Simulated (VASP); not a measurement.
# Bi (Pm-3m) in VASP: further runs

Bi is run at these levels: PBE; tasks: single point, relaxation of cell and atoms.

Program: VASP 6.6.1. These are calculated values, not measurements. Logs are shortened: lines on timing, memory, paths and dates and some standing lists are left out, and cuts for length are marked.

### 1 The cell of the first run

The structure is cubic, space group Pm-3m (No. 221). Conventional cell: a = 3.292 Å, b = 3.292 Å, c = 3.292 Å, α = 90.00°, β = 90.00°, γ = 90.00°. Bi (site symmetry m-3m) has 6 Bi at 3.29 Å within 4.3 Å.

### 2 Single point, PBE

INCAR reads:

```
SYSTEM = Bi
PREC = Accurate
ENCUT = 520
EDIFF = 1E-6
ISMEAR = -1
SIGMA = 0.05
LREAL = .FALSE.
LASPH = .TRUE.
NELM = 100
ALGO = Normal
ISIF = 2
LWAVE = .FALSE.
LCHARG = .FALSE.
GGA = PE
NBANDS = 14
```

KPOINTS reads:

```
Automatic mesh
0
G
  12 12 12
  0 0 0
```

POSCAR reads:

```
Bi
1.0
    3.2917595213      0.0000000000      0.0000000000
    0.0000000000      3.2917595213      0.0000000000
    0.0000000000      0.0000000000      3.2917595213
Bi
1
Direct
    0.0000000000      0.0000000000      0.0000000000
```

Potentials or basis: VASP PAW PBE potentials, release 64 (Bi_d).

Run with:

```console
> cat potpaw_PBE.64/Bi_d/POTCAR > POTCAR
> mpirun -np 1 vasp_std > vasp.out
```

OUTCAR:

```text
SYSTEM = Bi
   PREC = Accurate
   ENCUT = 520
   EDIFF = 1E-6
   ISMEAR = -1
   LREAL = .FALSE.
   LASPH = .TRUE.
   NELM = 100
   ISIF = 2
   GGA = PE

 ion  position               nearest neighbor table
   1  0.000  0.000  0.000-

  LATTYP: Found a simple cubic cell.
 ALAT       =     3.2917595213

  Lattice vectors:

 A1 = (   3.2917595213,   0.0000000000,   0.0000000000)
 A2 = (   0.0000000000,   3.2917595213,   0.0000000000)
 A3 = (   0.0000000000,   0.0000000000,   3.2917595213)

Analysis of symmetry for initial positions (statically):
=====================================================================
 Subroutine PRICEL returns:
 Original cell was already a primitive cell.

 Routine SETGRP: Setting up the symmetry group for a
 simple cubic supercell.

 Subroutine GETGRP returns: Found 48 space group operations
[... 9 lines left out ...]

 Routine SETGRP: Setting up the symmetry group for a
 simple cubic supercell.

 Subroutine GETGRP returns: Found 48 space group operations
[... 11 lines left out ...]
                                     Primitive cell

  volume of cell :      35.6685

  direct lattice vectors                    reciprocal lattice vectors
     3.291759521  0.000000000  0.000000000     0.303788899  0.000000000  0.000000000
     0.000000000  3.291759521  0.000000000     0.000000000  0.303788899  0.000000000
     0.000000000  0.000000000  3.291759521     0.000000000  0.000000000  0.303788899

  length of vectors
     3.291759521  3.291759521  3.291759521     0.303788899  0.303788899  0.303788899

  position of ions in fractional coordinates (direct lattice)
     0.000000000  0.000000000  0.000000000

  ion indices of the primitive-cell ions
   primitive index   ion index
                 1           1

----------------------------------------------------------------------------------------

 KPOINTS: Automatic mesh

Automatic generation of k-mesh.
 Grid dimensions read from file:
 generate k-points for:   12   12   12

 Generating k-lattice:

  Cartesian coordinates                     Fractional coordinates (reciprocal lattice)
     0.025315742  0.000000000  0.000000000     0.083333333  0.000000000  0.000000000
     0.000000000  0.025315742  0.000000000     0.000000000  0.083333333  0.000000000
     0.000000000  0.000000000  0.025315742     0.000000000  0.000000000  0.083333333

  Length of vectors
     0.025315742  0.025315742  0.025315742

  Shift w.r.t. Gamma in fractional coordinates (k-lattice)
     0.000000000  0.000000000  0.000000000

 Subroutine IBZKPT returns following result:
 ===========================================

 Found     84 irreducible k-points:

 Following reciprocal coordinates:
            Coordinates               Weight
  0.000000  0.000000  0.000000      1.000000
  0.083333  0.000000  0.000000      6.000000
  0.166667  0.000000  0.000000      6.000000
  0.250000  0.000000  0.000000      6.000000
  0.333333  0.000000  0.000000      6.000000
  0.416667  0.000000  0.000000      6.000000
[... 16 lines left out ...]
  0.333333  0.333333  0.000000     12.000000
  0.416667  0.333333  0.000000     24.000000
 [... further k-points ...]
   k-points           NKPTS =     84   k-points in BZ     NKDIM =     84   number of bands    NBANDS=     14
   number of dos      NEDOS =    301   number of ions     NIONS =      1
   total plane-waves  NPLWV =  13824
   dimension x,y,z NGX =    24 NGY =   24 NGZ =   24
   dimension x,y,z NGXF=    48 NGYF=   48 NGZF=   48
   ions per type =               1
   NGX,Y,Z   is equivalent  to a cutoff of  12.12, 12.12, 12.12 a.u.
   NGXF,Y,Z  is equivalent  to a cutoff of  24.24, 24.24, 24.24 a.u.
 SYSTEM =  Bi
   PREC   = accura    normal or accurate (medium, high low for compatibility)
   ISTART =      0    job   : 0-new  1-cont  2-samecut
   ICHARG =      2    charge: 1-file 2-atom 10-const
   ISPIN  =      1    spin polarized calculation?
   LNONCOLLINEAR =      F non collinear calculations
   LSORBIT =      F    spin-orbit coupling
   LASPH  =      T    aspherical Exc in radial PAW
   ENCUT  =  520.0 eV  38.22 Ry    6.18 a.u.   6.12  6.12  6.12*2*pi/ulx,y,z
   NELM   =    100;   NELMIN=  2; NELMDL= -5     # of ELM steps
   EDIFF  = 0.1E-05   stopping-criterion for ELM
   LREAL  =      F    real-space projection
   EDIFFG = 0.1E-04   stopping-criterion for IOM
   NSW    =      0    number of steps for IOM
   IBRION =     -1    ionic relax: 0-MD 1-quasi-New 2-CG
   NFREE  =      0    steps in history (QN), initial steepest desc. (CG)
   ISIF   =      2    stress and relaxation
   ISYM   =      2    0-nonsym 1-usesym 2-fastsym
   POTIM  = 0.5000    time-step for ionic-motion
   TEBEG  =    0.0;   TEEND  =   0.0 temperature during run
   PSTRESS=    0.0 pullay stress
   NELECT =      15.0000    total number of electrons
   NUPDOWN=      -1.0000    fix difference up-down
   EMIN   =  10.00;   EMAX   =-10.00  energy-range for DOS
   EFERMI =   0.00;   METHOD = LEGACY
[... 119 lines left out ...]
     11      14.9828      0.00000
     12      18.2987      0.00000
     13      18.4477      0.00000
     14      19.2596      0.00000

 k-point     6 :       0.4167    0.0000    0.0000
  band No.  band energies     occupation
      1     -16.7300      2.00000
      2     -16.5251      2.00000
      3     -16.5251      2.00000
      4     -16.5160      2.00000
      5     -16.4513      2.00000
      6      -5.1368      2.00000
      7       1.8303      2.00000
      8      10.8168      0.00000
      9      10.8168      0.00000
     10      14.8449      0.00000
     11      15.6144      0.00000
     12      16.9338      0.00000
     13      17.3583      0.00000
     14      18.4168      0.00000

 k-point     7 :       0.5000    0.0000    0.0000
  band No.  band energies     occupation
      1     -16.7292      2.00000
      2     -16.5301      2.00000
      3     -16.5301      2.00000
      4     -16.4999      2.00000
      5     -16.4510      2.00000
      6      -4.9566      2.00000
      7       1.4267      2.00000
      8      10.9763      0.00000
      9      10.9763      0.00000
     10      15.7811      0.00000
     11      15.7891      0.00000
     12      16.2920      0.00000
     13      16.5267      0.00000
     14      18.1046      0.00000
[... 205 lines left out ...]
 k-point    20 :       0.3333    0.2500    0.0000
  band No.  band energies     occupation
      1     -16.6625      2.00000
      2     -16.5562      2.00000
      3     -16.5082      2.00000
      4     -16.4985      2.00000
      5     -16.4885      2.00000
      6      -4.8648      2.00000
      7       3.6476      2.00000
      8       5.6731      1.99994
      9      11.1996      0.00000
     10      12.8905      0.00000
     11      15.2505      0.00000
     12      18.8833      0.00000
     13      19.8405      0.00000
     14      21.0414      0.00000

 k-point    21 :       0.4167    0.2500    0.0000
  band No.  band energies     occupation
      1     -16.6566      2.00000
      2     -16.5714      2.00000
      3     -16.5214      2.00000
      4     -16.4872      2.00000
      5     -16.4567      2.00000
      6      -4.4490      2.00000
      7       2.5621      2.00000
      8       6.1090      1.71112
      9      11.5974      0.00000
     10      11.9367      0.00000
     11      15.9133      0.00000
     12      17.7733      0.00000
     13      19.0321      0.00000
     14      21.7380      0.00000

 k-point    22 :       0.5000    0.2500    0.0000
  band No.  band energies     occupation
      1     -16.6548      2.00000
      2     -16.5769      2.00000
      3     -16.5262      2.00000
      4     -16.4868      2.00000
      5     -16.4410      2.00000
      6      -4.2702      2.00000
      7       2.1568      2.00000
      8       6.2982      0.23731
      9      11.5726      0.00000
     10      11.7600      0.00000
     11      16.6021      0.00000
     12      16.9258      0.00000
     13      18.7288      0.00000
     14      21.8977      0.00000

 k-point    23 :       0.3333    0.3333    0.0000
  band No.  band energies     occupation
      1     -16.6432      2.00000
      2     -16.5782      2.00000
      3     -16.5068      2.00000
      4     -16.5059      2.00000
      5     -16.4518      2.00000
      6      -4.4104      2.00000
      7       4.0895      2.00000
      8       4.1504      2.00000
      9      11.5640      0.00000
     10      11.6684      0.00000
     11      15.7524      0.00000
     12      18.8497      0.00000
     13      19.9746      0.00000
     14      20.4347      0.00000

 k-point    24 :       0.4167    0.3333    0.0000
  band No.  band energies     occupation
      1     -16.6335      2.00000
      2     -16.5943      2.00000
      3     -16.5195      2.00000
      4     -16.5051      2.00000
      5     -16.4132      2.00000
      6      -3.9953      2.00000
      7       3.0259      2.00000
      8       4.5443      2.00000
      9      10.6153      0.00000
     10      12.0675      0.00000
     11      16.4008      0.00000
     12      18.1308      0.00000
     13      19.4803      0.00000
     14      20.4604      0.00000

 [... further k-points ...]

------------------------ aborting loop because EDIFF is reached ----------------------------------------

  FORCE on cell =-STRESS in cart. coord.  units (eV):
  Direction    XX          YY          ZZ          XY          YZ          ZX
  --------------------------------------------------------------------------------------
  -------------------------------------------------------------------------------------
  Total       -0.1317696     -0.1317696     -0.1317696     -0.0000000     -0.0000000      0.0000000
  in kB       -5.9189048     -5.9189048     -5.9189048     -0.0000000     -0.0000000      0.0000000
  external PRESSURE =      -5.9189048 kB  Pullay stress =       0.0000000 kB

 VOLUME and BASIS-vectors are now :
 -----------------------------------------------------------------------------
  energy-cutoff  :      520.00
  volume of cell :       35.67
      direct lattice vectors                 reciprocal lattice vectors
     3.291759521  0.000000000  0.000000000     0.303788899  0.000000000  0.000000000
     0.000000000  3.291759521  0.000000000     0.000000000  0.303788899  0.000000000
     0.000000000  0.000000000  3.291759521     0.000000000  0.000000000  0.303788899

 POSITION                                       TOTAL-FORCE (eV/Angst)
 -----------------------------------------------------------------------------------
      0.00000      0.00000      0.00000         0.000000      0.000000      0.000000
 -----------------------------------------------------------------------------------
    total drift:                                0.000000     -0.000000      0.000000

  FREE ENERGIE OF THE ION-ELECTRON SYSTEM (eV)
  ---------------------------------------------------
  free  energy   TOTEN  =        -3.8379142367 eV

  energy  without entropy=       -3.8323563349  energy(sigma->0) =       -3.83513529
```

It took 9.4 s on 1 thread of Intel Xeon 6975P-C, shared host; peak memory 0.16 GiB.

Results:

* Free energy: -3.8379 eV
* Pressure: -0.6 GPa

Caveat: spin-orbit coupling is left out, which moves the levels of the heavy elements.

### 3 Relaxation of cell and atoms, PBE, target pressure -0.57 GPa, at which the enthalpy is minimised

This run uses another cell than the first one, of 34.77 Å³/atom, 0.975 times its volume.

INCAR reads:

```
SYSTEM = Bi
PREC     = Accurate       ! precision mode
ENCUT    = 600            ! plane-wave cutoff, eV
EDIFF    = 1E-6           ! SCF threshold, eV
ISMEAR   = -1             ! smearing method
SIGMA    = 0.05           ! smearing width, eV
LREAL    = .False.        ! projectors in reciprocal space
LASPH    = .True.         ! aspherical terms in the spheres
NELM     = 100            ! most SCF steps
ALGO     = Normal         ! electronic algorithm
ISIF     = 3              ! what is computed and relaxed
LWAVE    = .False.        ! write WAVECAR
LCHARG   = .False.        ! write CHGCAR
GGA      = PE             ! functional
IBRION   = 2              ! ionic algorithm
NSW      = 60             ! ionic steps
EDIFFG   = -0.005         ! ionic threshold
PSTRESS  = -5.699999999999999
```

KPOINTS reads:

```
regular mesh
0
Gamma
  12 12 12
  0 0 0
```

POSCAR reads:

```
Bi
1.0
    3.2637652975      0.0000000000      0.0000000000
    0.0000000000      3.2637652975      0.0000000000
    0.0000000000      0.0000000000      3.2637652975
Bi
1
Direct
    0.0000000000      0.0000000000      0.0000000000
```

Potentials or basis: VASP PAW PBE potentials, release 64 (Bi_d).

Run with:

```console
> cat potpaw_PBE.64/Bi_d/POTCAR > POTCAR
> mpirun -np 1 vasp_std > vasp.out
```

It took 51 s on 1 thread of Intel Xeon 6975P-C, shared host; peak memory 0.19 GiB.

The run converged. Its results:

| Quantity | Value |
| --- | --- |
| Free energy | -3.8379 eV |
| Relaxed volume | 35.65 Å³/atom |
| Relaxed cell | a = 3.291 Å, b = 3.291 Å, c = 3.291 Å, α = 90.00°, β = 90.00°, γ = 90.00° |
| Space group after relaxing (to 0.05 Å) | Pm-3m (No. 221) |
| Energy change on relaxing (the enthalpy is what falls) | +0.1 meV/atom |
| Ionic steps | 4 |
| Pressure after relaxing | -0.6 GPa |

Final structure:
```
Bi
1.0
     3.29134    0.00000    0.00000
     0.00000    3.29134    0.00000
     0.00000    0.00000    3.29134
Bi
1
Direct
  0.00000 0.00000 0.00000
```

Levels at points of the mesh, in eV from the Fermi level:
| k point | band 4 | band 5 | band 6 | band 7 | band 8 | band 9 | band 10 | band 11 |
| --- | --- | --- | --- | --- | --- | --- | --- | --- |
| (0.00, 0.00, 0.00) | -22.66 | -22.66 | -12.91 | 3.02 | 3.02 | 3.02 | 6.09 | 7.68 |
| (0.50, 0.00, 0.00) | -22.70 | -22.65 | -11.16 | -4.77 | 4.78 | 4.78 | 9.58 | 9.59 |
| (0.50, 0.50, 0.00) | -22.72 | -22.55 | -9.42 | -3.00 | -3.00 | 2.79 | 6.59 | 11.83 |
| (0.50, 0.50, 0.50) | -22.54 | -22.54 | -7.66 | -1.33 | -1.33 | -1.33 | 5.35 | 5.35 |

Caveat: the cell is relaxed towards a set pressure, so the enthalpy falls and the energy may rise; spin-orbit coupling is left out, which moves the levels of the heavy elements.

### 4 Relaxation of cell and atoms, PBE, target pressure -0.57 GPa, at which the enthalpy is minimised

INCAR reads:

```
SYSTEM = Bi
ALGO = Normal
EDIFF = 1E-6
EDIFFG = -0.005
ENCUT = 600
GGA = PE
IBRION = 2
ISIF = 3
ISMEAR = -1
LASPH = .True.
LCHARG = .False.
LREAL = .False.
LWAVE = .False.
NELM = 60
NSW = 32
PREC = Accurate
PSTRESS = -5.699999999999999
SIGMA = 0.05
```

KPOINTS reads:

```
k-points
0
Gamma
  12 12 12
  0 0 0
```

POSCAR reads:

```
Bi
1.0
    3.2917595213      0.0000000000      0.0000000000
    0.0000000000      3.2917595213      0.0000000000
    0.0000000000      0.0000000000      3.2917595213
Bi
1
Direct
    0.0000000000      0.0000000000      0.0000000000
```

Run with:

```console
> cat potpaw_PBE.64/Bi_d/POTCAR > POTCAR
> mpirun -np 1 vasp_std > vasp.out
```

Run time: 2.5 min. Hardware: 1 thread of Intel Xeon 6975P-C, shared host; peak memory 0.19 GiB.

It converged, with:

```
Free energy                                            : -3.8381 eV
Relaxed volume                                         : 35.64 Å³/atom
Relaxed cell                                           : a = 3.291 Å, b = 3.291 Å, c = 3.291 Å, α = 90.00°, β = 90.00°, γ = 90.00°
Space group after relaxing (to 0.05 Å)                 : Pm-3m (No. 221)
Energy change on relaxing (the enthalpy is what falls) : -0.1 meV/atom
Ionic steps                                            : 23
Pressure after relaxing                                : -0.6 GPa
```

Step by step:
```csv
step,energy change (eV),largest force (eV/Å),pressure (GPa),volume (Å³)
1,0.0000,0.0000,-0.60,35.67
2,-0.0001,0.0000,-0.63,35.63
3,-0.0005,0.0000,-0.42,35.53
4,-0.0002,0.0000,-0.53,35.60
5,-0.0002,0.0000,-0.51,35.61
6,-0.0002,0.0000,-0.53,35.62
7,-0.0001,0.0000,-0.55,35.63
8,-0.0001,0.0000,-0.51,35.63
9,-0.0001,0.0000,-0.53,35.63
10,0.0000,0.0000,-0.53,35.66
11,0.0003,0.0000,-0.70,35.74
12,0.0000,0.0000,-0.60,35.68
13,0.0000,0.0000,-0.62,35.67
14,0.0000,0.0000,-0.60,35.66
15,0.0000,0.0000,-0.64,35.66
16,0.0000,0.0000,-0.62,35.66
17,-0.0001,0.0000,-0.61,35.64
18,-0.0003,0.0000,-0.48,35.58
19,-0.0002,0.0000,-0.46,35.62
20,-0.0001,0.0000,-0.54,35.63
21,-0.0001,0.0000,-0.52,35.64
22,-0.0001,0.0000,-0.54,35.64
23,-0.0001,0.0000,-0.55,35.64
```

Final structure:
```
Bi
1.0
     3.29084    0.00000    0.00000
     0.00000    3.29084    0.00000
     0.00000    0.00000    3.29084
Bi
1
Direct
  0.00000 0.00000 0.00000
```

Levels at points of the mesh, in eV from the Fermi level:
```tsv
k point	band 6	band 7	band 8	band 9	band 10	band 11
(0.00, 0.00, 0.00)	-12.92	3.02	3.02	3.02	6.09	7.68
(0.50, 0.00, 0.00)	-11.16	-4.78	4.78	4.78	9.59	9.60
(0.50, 0.50, 0.00)	-9.42	-3.00	-3.00	2.79	6.60	11.83
(0.50, 0.50, 0.50)	-7.66	-1.33	-1.33	-1.33	5.35	5.35
```

Caveat: the cell is relaxed towards a set pressure, so the enthalpy falls and the energy may rise; spin-orbit coupling is left out, which moves the levels of the heavy elements.

### 5 The runs side by side

```tsv
task	cell	cutoff (eV)	gap on the mesh (eV)	pressure (GPa)
single point	a = 3.292 Å, 1 atom	520	none	-0.6
relaxation of cell and atoms	relaxed to -0.57 GPa from a = 3.264 Å, 1 atom	600	none	-0.6
relaxation of cell and atoms	relaxed to -0.57 GPa from a = 3.292 Å, 1 atom	600	none	-0.6
```

Alike in all rows: level PBE; potentials or basis VASP PAW PBE potentials, release 64 (Bi_d); no spin polarisation; k mesh 12 × 12 × 12; smearing fermi-dirac 0.05 eV.

Caveats: spin-orbit coupling is left out, which moves the levels of the heavy elements; the cell is relaxed towards a set pressure, so the enthalpy falls and the energy may rise (some runs).

Absolute energies hang on the potentials; compare differences alone.
